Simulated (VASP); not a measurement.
Runs of VASP 6.6.1 on Ge. The structure is that of space group P6_3/mmc (No. 194), or close to it. The cells are those of the table. This isn't the form of Ge at room conditions, which is diamond.

| task | cell | k mesh | cutoff (eV) | gap on the mesh (eV) | pressure (GPa) |
| --- | --- | --- | --- | --- | --- |
| single point | a = 2.985, b = 2.985, c = 4.735 Å, angles 90.0, 90.0, 120.0°, 2 atoms | 12 × 12 × 6 | 520 | none | 0.2 |
| relaxation of cell and atoms | relaxed from a = 2.357, b = 2.357, c = 3.726 Å, angles 90.0, 90.0, 120.0°, 2 atoms | 12 × 12 × 6 | 600 | none | -0.2 |
| single point | a = 2.357, b = 2.357, c = 3.726 Å, angles 90.0, 90.0, 120.0°, 2 atoms | 12 × 12 × 6 | 520 | none | (a) |
| single point | a = 2.987, b = 2.987, c = 4.748 Å, angles 90.0, 90.0, 120.0°, 2 atoms | 18 × 18 × 10 | 520 | none | 0.0 |

Alike in all rows: level PBEsol; potentials or basis VASP PAW PBE potentials, release 64 (Ge_d); no spin polarisation; smearing gaussian 0.1 eV.

Q: Fill in the values left out.

A: (a) 266.6.

Caveats: the PAW data sets were made with another functional, which shifts forces and pressure a little; the stress differs along the axes, from 258 to 285 GPa (at least some runs).

A k mesh can miss the band edges, and the runs leave out spin-orbit coupling on Ge.

A gap of «none» marks levels without a gap at the run's occupations.
